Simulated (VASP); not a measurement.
Wanted: the native input for a VASP 6.6.1 run.

| Property | Result |
| --- | --- |
| Task | electric field gradients |
| Functional | PBE |
| Potentials or basis | VASP PAW PBE potentials, release 64 (Tl_d, Ag, Te) |
| Cutoff | 520 eV |
| k mesh | 7 × 7 × 7 |
| Occupations | fermi-dirac, width 0.03 eV |
| Spin | no spin polarisation |
| Dipole correction | no |
| Further INCAR settings | ALGO = Normal; EDIFF = 1e-08; NBANDS = 38 |

The structure of TlAg3Te2 lies in POSCAR:

```
TlAg3Te2
1.0
    2.3000000000     -7.7250000000      0.0000000000
    2.3000000000      7.7250000000      0.0000000000
    0.0000000000      0.0000000000      4.7600000000
Tl Ag Te
1 3 2
Direct
    0.0000000000      0.0000000000      0.0000000000
    0.5000000000      0.5000000000      0.5000000000
    0.3150000000      0.6850000000      0.0000000000
    0.6850000000      0.3150000000      0.0000000000
    0.1250000000      0.8750000000      0.5000000000
    0.8750000000      0.1250000000      0.5000000000
```

The input as run:

INCAR

```
SYSTEM = TlAg3Te2
ALGO     = Normal         ! electronic algorithm
EDIFF    = 1E-8           ! SCF threshold, eV
ENCUT    = 520            ! plane-wave cutoff, eV
GGA      = PE             ! functional
ISIF     = 2              ! what is computed and relaxed
ISMEAR   = -1             ! smearing method
LASPH    = .TRUE.         ! aspherical terms in the spheres
LCHARG   = .FALSE.        ! write CHGCAR
LEFG     = .TRUE.       
LREAL    = .FALSE.        ! projectors in reciprocal space
LWAVE    = .FALSE.        ! write WAVECAR
NBANDS   = 38             ! bands
NELM     = 80             ! most SCF steps
PREC     = Accurate       ! precision mode
SIGMA    = 0.03           ! smearing width, eV
```

KPOINTS

```
k-points
0
G
  7 7 7
  0 0 0
```

Potentials or basis: VASP PAW PBE potentials, release 64 (Tl_d, Ag, Te).

The run is started by

```bash
$ cat potpaw_PBE.64/Tl_d/POTCAR potpaw_PBE.64/Ag/POTCAR potpaw_PBE.64/Te/POTCAR > POTCAR
$ mpirun -np 1 vasp_std > vasp.out
```

It gave:

* Pressure: -1.7 GPa
* Largest force: 1.372 eV/Å
* Band gap on the k mesh: zero (bands 29 and 30 overlap by 0.55 eV)
* Largest electric field gradient by atom: Tl +183.1; Ag +76.8, +13.5 (each value once); Te -157.6 V/Å²

Caveat: the stress differs along the axes, from -5 to 0 GPa; without QUAD_EFG the Cq values of the log hold for a quadrupole moment of 1 mb, not for the nuclei; spin-orbit coupling is left out, which moves the levels of the heavy elements; forces of over 1 eV/Å act on the atoms, so gaps and moduli don't describe the material at rest.

Wall time 16 min on 1 thread of Intel Xeon 8259CL, on a shared host, peak memory 0.6 GiB.
